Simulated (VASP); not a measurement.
Write the native input for VASP 6.6.1 that does the following.

| Item | Value |
| --- | --- |
| Task | single point |
| Functional | PBE |
| Potentials or basis | VASP PAW PBE potentials, release 64 (Bi_d, Se) |
| Cutoff | 520 eV |
| k mesh | 4 × 4 × 4 |
| Occupations | gaussian, width 0.1 eV |
| Spin | no spin polarisation |
| Dipole correction | no |
| Further INCAR settings | ALGO = Normal; EDIFF = 1e-06; NBANDS = 28 |

The structure of BiSe4 lies in POSCAR:

```
BiSe4
1.0
    5.6126582200      0.0000000000      0.0000000000
    0.0000000000      5.6126582200      0.0000000000
    0.0000000000      0.0000000000      5.6126582200
Bi Se
1 4
Direct
    0.0000000000      0.0000000000      0.0000000000
    0.2437810800      0.7562189200      0.7562189200
    0.7562189200      0.2437810800      0.7562189200
    0.7562189200      0.7562189200      0.2437810800
    0.2437810800      0.2437810800      0.2437810800
```

The cell was built from a structure type or drawn by symmetry, and may not be a known phase.

The input as run:

INCAR

```
SYSTEM = BiSe4
PREC = Accurate
ENCUT = 520
EDIFF = 1E-6
ISMEAR = 0
SIGMA = 0.1
LREAL = .FALSE.
LASPH = .TRUE.
NELM = 60
ALGO = Normal
ISIF = 2
LWAVE = .FALSE.
LCHARG = .TRUE.
GGA = PE
LELF = .TRUE.
LVHAR = .TRUE.
NBANDS = 28
```

KPOINTS

```
Automatic mesh
0
G
  4 4 4
  0 0 0
```

Potentials or basis: VASP PAW PBE potentials, release 64 (Bi_d, Se).

Launch:

```bash
$ cat potpaw_PBE.64/Bi_d/POTCAR potpaw_PBE.64/Se/POTCAR > POTCAR
$ mpirun -np 1 vasp_std > vasp.out
```

Results of the run:

The pressure is 8.6 GPa. The largest force is 3.871 eV/Å. The band gap on the k mesh is zero (an odd number of electrons rules out a gap without spin polarisation).

Caveat: the cell stands under pressure; spin-orbit coupling is left out, which moves the levels of the heavy elements; forces of over 1 eV/Å act on the atoms, so gaps and moduli don't describe the material at rest.

Run time: 35 s on 1 thread of Intel(R) Xeon(R) 6975P-C (Granite Rapids), with other jobs on the host, peak memory 0.26 GiB.
